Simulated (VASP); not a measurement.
# SrSc3Zn (Pm-3m) in VASP: a series of runs

The runs below take SrSc3Zn through single point, relaxation of cell and atoms, with PBE.

Program: VASP 6.6.1. These are calculated values, not measurements. Logs are shortened: lines on timing, memory, paths and dates and some standing lists are left out, and cuts for length are marked.

## 1. The cell of the first run

The structure is cubic, space group Pm-3m (No. 221). The conventional cell has a = 5.262 Å, b = 5.262 Å, c = 5.262 Å, α = 90.00°, β = 90.00°, γ = 90.00°. Within 3.5 Å of Sr (site symmetry m-3m) lie 6 Sc at 2.63 Å. Sc (site symmetry 4/mmm) has 2 Sr at 2.63 Å within 3.5 Å. Within 4.9 Å of Zn (site symmetry m-3m) lie 12 Sc at 3.72 Å and 8 Sr at 4.56 Å.

## 2. Single point, PBE

INCAR

```
PREC     = Accurate       # precision mode
ENCUT    = 520            # plane-wave cutoff, eV
EDIFF    = 1E-6           # SCF threshold, eV
ISMEAR   = 0              # smearing method
SIGMA    = 0.1            # smearing width, eV
LREAL    = F              # projectors in reciprocal space
LASPH    = T              # aspherical terms in the spheres
NELM     = 100            # most SCF steps
ALGO     = Normal         # electronic algorithm
ISIF     = 2              # what is computed and relaxed
LWAVE    = F              # write WAVECAR
LCHARG   = F              # write CHGCAR
GGA      = PE             # functional
NBANDS   = 36             # bands
```

KPOINTS

```
regular mesh
0
Gamma
  8 8 8
```

POSCAR

```
SrSc3Zn
1.0
    5.2615087170      0.0000000000      0.0000000000
    0.0000000000      5.2615087170      0.0000000000
    0.0000000000      0.0000000000      5.2615087170
Sr Sc Zn
1 3 1
Direct
    0.5000000000      0.5000000000      0.5000000000
    0.5000000000      0.5000000000      0.0000000000
    0.0000000000      0.5000000000      0.5000000000
    0.5000000000      0.0000000000      0.5000000000
    0.0000000000      0.0000000000      0.0000000000
```

Potentials or basis: VASP PAW PBE potentials, release 64 (Sr_sv, Sc_sv, Zn).

The run is started by

```console
> cat potpaw_PBE.64/Sr_sv/POTCAR potpaw_PBE.64/Sc_sv/POTCAR potpaw_PBE.64/Zn/POTCAR > POTCAR
> mpirun -np 1 vasp_std > vasp.out
```

OUTCAR:

```text
PREC = Accurate
   ENCUT = 520
   EDIFF = 1E-6
   ISMEAR = 0
   LREAL = F
   LASPH = T
   NELM = 100
   ISIF = 2
   GGA = PE

 ion  position               nearest neighbor table
   1  0.500  0.500  0.500-   2 2.63   3 2.63   4 2.63   2 2.63   4 2.63   3 2.63
   2  0.500  0.500  0.000-   1 2.63   1 2.63
   3  0.000  0.500  0.500-   1 2.63   1 2.63
   4  0.500  0.000  0.500-   1 2.63   1 2.63
   5  0.000  0.000  0.000-

  LATTYP: Found a simple cubic cell.
 ALAT       =     5.2615087170

  Lattice vectors:

 A1 = (   5.2615087170,   0.0000000000,   0.0000000000)
 A2 = (   0.0000000000,   5.2615087170,   0.0000000000)
 A3 = (   0.0000000000,   0.0000000000,   5.2615087170)

Analysis of symmetry for initial positions (statically):
=====================================================================
 Subroutine PRICEL returns:
 Original cell was already a primitive cell.

 Routine SETGRP: Setting up the symmetry group for a
 simple cubic supercell.

 Subroutine GETGRP returns: Found 48 space group operations
 (whereof 48 operations were pure point group operations)
 out of a pool of 48 trial point group operations.

The static configuration has the point symmetry O_h .

Analysis of symmetry for dynamics (positions and initial velocities):
=====================================================================
 Subroutine PRICEL returns:
 Original cell was already a primitive cell.

 Routine SETGRP: Setting up the symmetry group for a
 simple cubic supercell.

 Subroutine GETGRP returns: Found 48 space group operations
 (whereof 48 operations were pure point group operations)
 out of a pool of 48 trial point group operations.

The dynamic configuration has the point symmetry O_h .

 Subroutine INISYM returns: Found 48 space group operations
 (whereof 48 operations are pure point group operations),
 and found     1 'primitive' translations

----------------------------------------------------------------------------------------

                                     Primitive cell

  volume of cell :     145.6568

  direct lattice vectors                    reciprocal lattice vectors
     5.261508717  0.000000000  0.000000000     0.190059554  0.000000000  0.000000000
[... 91 lines left out ...]
   NELM   =    100;   NELMIN=  2; NELMDL= -5     # of ELM steps
   EDIFF  = 0.1E-05   stopping-criterion for ELM
   LREAL  =      F    real-space projection
   EDIFFG = 0.1E-04   stopping-criterion for IOM
   NSW    =      0    number of steps for IOM
   IBRION =     -1    ionic relax: 0-MD 1-quasi-New 2-CG
   NFREE  =      0    steps in history (QN), initial steepest desc. (CG)
   ISIF   =      2    stress and relaxation
   ISYM   =      2    0-nonsym 1-usesym 2-fastsym
   POTIM  = 0.5000    time-step for ionic-motion
   TEBEG  =    0.0;   TEEND  =   0.0 temperature during run
   PSTRESS=    0.0 pullay stress
   NELECT =      55.0000    total number of electrons
   NUPDOWN=      -1.0000    fix difference up-down
   EMIN   =  10.00;   EMAX   =-10.00  energy-range for DOS
   EFERMI =   0.00;   METHOD = LEGACY
   ISMEAR =     0;   SIGMA  =   0.10  broadening in eV -4-tet -1-fermi 0-gaus
   EFERMI_NEDOS =   21; number of points for ismear=-14 and -15
   IALGO  =     38    algorithm
   IMIX   =      4    mixing-type and parameters
     AMIX     =   0.40;   BMIX     =  1.00
     AMIX_MAG =   1.60;   BMIX_MAG =  1.00
  volume/ion in A,a.u.               =      29.13       196.59
  Fermi-wavevector in a.u.,A,eV,Ry     =   1.183274  2.236064 19.050035  1.400138
  Thomas-Fermi vector in A             =   2.319512
   LORBIT       =      0    0 simple, 1 ext, 2 COOP (PROOUT), +10 PAW based schemes
   GGA     = PE    functional components
   LHFCALC =     F    Hartree Fock is set to
   AEXX    =    0.0000 exact exchange contribution
   IVDW    =     0    specifies the selected vdW correction
   LEPSILON=     F    determine dielectric tensor
   LRPA    =     F    only Hartree local field effects (RPA)
 non-spin polarized calculation
 Gauss-broadening in eV      SIGMA  =   0.10
  energy-cutoff  :      520.00
  volume of cell :      145.66
 maximum number of plane-waves:      3952
 NGX is ok and might be reduce to    40
   NGX = 19   NGY = 19   NGZ = 19

 number of electron      55.0000015 magnetization

 Free energy of the ion-electron system (eV)
  ---------------------------------------------------
  ext. energy  EPLUGINS =         0.00000000
  ---------------------------------------------------
  free energy    TOTEN  =       -14.61265163 eV

  energy without entropy =      -14.59566727  energy(sigma->0) =      -14.60415945

 E-fermi :   2.3052     XC(G=0):  -9.0167

 val. band max:        2.2918717117   @ k =   0.2500   0.2500   0.0000
 cond. band min:       2.3075212766   @ k =   0.5000   0.2500   0.2500
 fundamental gap:      0.0156495648
 Fermi energy:         2.3052381808

 k-point     1 :       0.0000    0.0000    0.0000
  band No.  band energies     occupation
      1     -47.7877      2.00000
      2     -47.7722      2.00000
      3     -47.7722      2.00000
      4     -32.7783      2.00000
      5     -26.5883      2.00000
      6     -26.5883      2.00000
[... 925 lines left out ...]
     35       3.9239      0.00000
     36       4.2439      0.00000

 [... further k-points ...]

------------------------ aborting loop because EDIFF is reached ----------------------------------------

  FORCE on cell =-STRESS in cart. coord.  units (eV):
  Direction    XX          YY          ZZ          XY          YZ          ZX
  --------------------------------------------------------------------------------------
  -------------------------------------------------------------------------------------
  Total        0.1786488      0.1786488      0.1786488      0.0000000     -0.0000000      0.0000000
  in kB        1.9650778      1.9650778      1.9650778      0.0000000     -0.0000000      0.0000000
  external PRESSURE =       1.9650778 kB  Pullay stress =       0.0000000 kB

 VOLUME and BASIS-vectors are now :
 -----------------------------------------------------------------------------
  energy-cutoff  :      520.00
  volume of cell :      145.66
      direct lattice vectors                 reciprocal lattice vectors
     5.261508717  0.000000000  0.000000000     0.190059554  0.000000000  0.000000000
     0.000000000  5.261508717  0.000000000     0.000000000  0.190059554  0.000000000
     0.000000000  0.000000000  5.261508717     0.000000000  0.000000000  0.190059554

 POSITION                                       TOTAL-FORCE (eV/Angst)
 -----------------------------------------------------------------------------------
      2.63075      2.63075      2.63075         0.000000      0.000000      0.000000
      2.63075      2.63075      0.00000         0.000000      0.000000      0.000000
      0.00000      2.63075      2.63075         0.000000      0.000000      0.000000
      2.63075      0.00000      2.63075         0.000000      0.000000      0.000000
      0.00000      0.00000      0.00000         0.000000      0.000000      0.000000
 -----------------------------------------------------------------------------------
    total drift:                               -0.000000     -0.000000     -0.000000

  FREE ENERGIE OF THE ION-ELECTRON SYSTEM (eV)
  ---------------------------------------------------
  free  energy   TOTEN  =       -14.6126516343 eV

  energy  without entropy=      -14.5956672698  energy(sigma->0) =      -14.60415945
```

stdout:

```text
POSCAR found type information on POSCAR SrScZn
 POSCAR found :  3 types and       5 ions
 scaLAPACK will be used
 LDA part: xc-table for (Slater+PW92), standard interpolation
 POSCAR, INCAR and KPOINTS ok, starting setup
 FFT: planning ... GRIDC
 FFT: planning ... GRID_SOFT
 FFT: planning ... GRID
 WAVECAR not read
 entering main loop
```

Run time: 3.2 min. Hardware: 1 thread of Intel Xeon Platinum 8488C (Sapphire Rapids), shared host; peak memory 0.36 GiB.

What came out:

```
Free energy : -14.6127 eV
Pressure    : 0.2 GPa
```

(Continued in part 2 of 2.)
